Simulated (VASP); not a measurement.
# BaTiO3: electric field gradients with LDA

BaTiO3:

```
CELL_PARAMETERS angstrom
4.12752 0.00000 0.00000
0.00000 4.12752 0.00000
0.00000 0.00000 4.00730
ATOMIC_POSITIONS crystal
Ba 0.50000 0.50000 0.50000
Ti 0.00000 0.00000 0.00000
O 0.50000 0.00000 0.00000
O 0.00000 0.50000 0.00000
O 0.00000 0.00000 0.50000
```

This cell differs from its parent crystal: equal xx and yy strain of +3 %.

- Program: VASP 6.6.1
- Task: electric field gradients
- Functional: LDA
- Potentials or basis: VASP PAW LDA potentials, release 64 (Ba_sv, Ti_sv, O)
- Cutoff: 520 eV
- k mesh: 8 × 8 × 8
- Occupations: fermi-dirac, width 0.05 eV
- Spin: no spin polarisation
- Dipole correction: no
- Further INCAR settings: ALGO = Normal; EDIFF = 1e-08; NBANDS = 28

* Pressure: -15.4 GPa
* Band gap on the k mesh: 1.48 eV (least direct gap 1.68 eV)
* Largest electric field gradient by atom: Ba -2.7; Ti -25.1; O +31.2, +17.6 (each value once) V/Å²

Stress tensor (GPa, compression positive):
```
-16.84   0.00   0.00
  0.00 -16.84   0.00
  0.00   0.00 -12.61
```

Levels at points of the mesh, in eV from the valence-band top:
| k point | band 17 | band 18 | band 19 | band 20 | band 21 | band 22 | band 23 | band 24 |
| --- | --- | --- | --- | --- | --- | --- | --- | --- |
| (0.00, 0.00, 0.00) | -0.97 | -0.23 | -0.23 | -0.20 | 1.48 | 1.54 | 1.54 | 3.41 |
| (0.50, 0.00, 0.00) | -1.71 | -1.69 | -0.75 | -0.72 | 1.66 | 3.05 | 3.07 | 3.55 |
| (0.50, 0.50, 0.00) | -1.79 | -1.08 | -1.08 | -0.16 | 3.07 | 3.07 | 3.42 | 4.46 |
| (0.00, 0.00, 0.50) | -1.88 | -1.82 | -0.76 | -0.76 | 1.65 | 3.29 | 3.29 | 3.41 |
| (0.50, 0.00, 0.50) | -1.76 | -0.85 | -0.84 | -0.09 | 3.06 | 3.30 | 3.59 | 4.18 |
| (0.50, 0.50, 0.50) | -2.27 | -0.06 | 0.00 | 0.00 | 3.66 | 3.80 | 3.80 | 6.26 |

Electric field gradients, principal values (V/Å²):
```csv
atom,least,middle,greatest (by size)
1 Ba,1.369,1.369,-2.737
2 Ti,12.568,12.568,-25.136
3 O,-10.865,-20.324,31.189
4 O,-10.865,-20.324,31.189
5 O,-8.783,-8.783,17.566
```

Run time: 90 s on 1 thread of Intel(R) Xeon(R) Platinum 8488C (Sapphire Rapids), with other jobs on the host, peak memory 0.26 GiB.

Caveat: the cell differs from its parent crystal (equal xx and yy strain of +3 %); the cell stands under tension; without QUAD_EFG the Cq values of the log hold for a quadrupole moment of 1 mb, not for the nuclei; spin-orbit coupling is left out, which moves the levels of the heavy elements. A k mesh can miss the band edges.
